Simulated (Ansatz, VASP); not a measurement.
# One calculation of BN, two programs

File INCAR:

```
PREC     = Accurate       # precision mode
ENCUT    = 520            # plane-wave cutoff, eV
EDIFF    = 1E-6           # SCF threshold, eV
ISMEAR   = 0              # smearing method
SIGMA    = 0.02           # smearing width, eV
LREAL    = False          # projectors in reciprocal space
LASPH    = True           # aspherical terms in the spheres
NELM     = 80             # most SCF steps
ALGO     = Normal         # electronic algorithm
ISIF     = 2              # what is computed and relaxed
LWAVE    = False          # write WAVECAR
LCHARG   = True           # write CHGCAR
GGA      = PE             # functional
LELF     = True           # ELF
LVHAR    = True         
NBANDS   = 11             # bands
```

The input KPOINTS:

```
regular mesh
0
Gamma
  12 12 12
```

POSCAR

```
BN
1.0
    0.0000000000      1.7562528223      1.7562528223
    1.7562528223      0.0000000000      1.7562528223
    1.7562528223      1.7562528223      0.0000000000
B N
1 1
Direct
    0.2500000000      0.2500000000      0.2500000000
    0.5000000000      0.5000000000      0.5000000000
```

Input for Ansatz:

```yaml
crystal:
  lattice:
    - [0.0, 1.7562528223, 1.7562528223]
    - [1.7562528223, 0.0, 1.7562528223]
    - [1.7562528223, 1.7562528223, 0.0]
  atoms:
    - { symbol: B, position: [0.25, 0.25, 0.25] }
    - { symbol: "N", position: [0.5, 0.5, 0.5] }
basis:
  ecutwfc: 420
kpoints:
  mp_grid: { grid: [12, 12, 12] }
hamiltonian:
  xc: pbe
scf:
  occupations: { method: gaussian, width: 0.02 }
output:
  forces: true
  stress: true
  eigenvalues: true
```

Alike in both runs: task single point; functional PBE; k mesh 12 × 12 × 12; occupations gaussian, width 0.02 eV; no spin polarisation.

```csv
,VASP,Ansatz
version,VASP 6.6.1,Ansatz 0.2.0
potentials or method,"VASP PAW PBE potentials, release 64 (B, N), cutoff 520 eV","scalar-relativistic, plane waves, PAW"
valence electrons in the cell,8,8
```

Ansatz gave:

```
gap on the k mesh at the Fermi level (eV) : 4.56
least direct gap on the mesh (eV)         : 9.24
```

Which values does VASP return?

gap on the k mesh at the Fermi level (eV): 4.55; least direct gap on the mesh (eV): 9.23.
